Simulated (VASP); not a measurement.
Input of a VASP 6.6.1 run:

Contents of INCAR:

```
PREC = Accurate ; ENCUT = 520
EDIFF = 1E-6 ; ISMEAR = -1
SIGMA = 0.1 ; LREAL = False
LASPH = True ; NELM = 80
ALGO = Normal ; ISIF = 2
LWAVE = False ; LCHARG = False
GGA = RP ; NBANDS = 28
```

The input KPOINTS:

```
Automatic mesh
0
Gamma
  9 9 3
```

File POSCAR:

```
Ba
1.0
    4.6095708725      0.0000000000      0.0000000000
   -2.3047854363      3.9920054762      0.0000000000
    0.0000000000      0.0000000000     15.0636022889
Ba
4
Direct
    0.0000000000      1.0000000000      1.0000000000
    0.0000000000      1.0000000000      0.5000000000
    0.3333333333      0.6666666667      0.2500000000
    0.6666666667      0.3333333333      0.7500000000
```

Potentials or basis: VASP PAW PBE potentials, release 64 (Ba_sv).

Launch:

```bash
$ cat potpaw_PBE.64/Ba_sv/POTCAR > POTCAR
$ mpirun -np 1 vasp_std > vasp.out
```

Estimate the pressure.

0.1 GPa.

What does it give for the band gap on the k mesh?

Zero (band 20 reaches 1.59 eV, above the bottom of band 21 at 1.52 eV).

Caveat: the PAW data sets were made with another functional, which shifts forces and pressure a little; spin-orbit coupling is left out, which moves the levels of the heavy elements.
